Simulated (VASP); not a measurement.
# GaSb: single point with PBE

GaSb:

```
Ga Sb
1.0
     0.00000    3.08554    2.92496
     2.92496    0.00000    2.92496
     2.92496    3.08554    0.00000
Ga Sb
1 1
Direct
  0.00000 0.00000 0.00000
  0.75000 0.75000 0.75000
```

- Program: VASP 6.6.1
- Task: single point
- Functional: PBE
- Potentials or basis: VASP PAW PBE potentials, release 64 (Ga_d, Sb)
- Cutoff: 520 eV
- k mesh: 14 × 14 × 14
- Occupations: gaussian, width 0.15 eV
- Spin: no spin polarisation
- Dipole correction: no
- Further INCAR settings: ALGO = Normal; EDIFF = 1e-07; NBANDS = 16

The pressure is 7.8 GPa. The band gap on the k mesh is 0.41 eV (least direct gap 0.49 eV).

Stress tensor (GPa, compression positive):
```
8.67 0.00 0.00
0.00 6.08 0.00
0.00 0.00 8.67
```

Levels at points of the mesh, in eV from the valence-band top:
```csv
k point,band 7,band 8,band 9,band 10,band 11,band 12
"(0.00, 0.00, 0.00)",-0.36,0.00,0.00,0.49,2.59,2.59
"(0.50, 0.00, 0.00)",-6.91,-1.64,-1.18,0.41,3.52,3.79
"(0.50, 0.50, 0.00)",-7.23,-3.12,-3.07,0.54,0.85,8.92
"(0.50, 0.00, 0.50)",-7.50,-2.75,-2.75,0.98,1.22,9.07
```

Run time: 64 s on 1 thread of Intel(R) Xeon(R) 6975P-C (Granite Rapids) (shared host), peak memory 0.34 GiB.

Caveat: the cell stands under pressure; spin-orbit coupling is left out, which moves the levels of the heavy elements. A k mesh can miss the band edges.
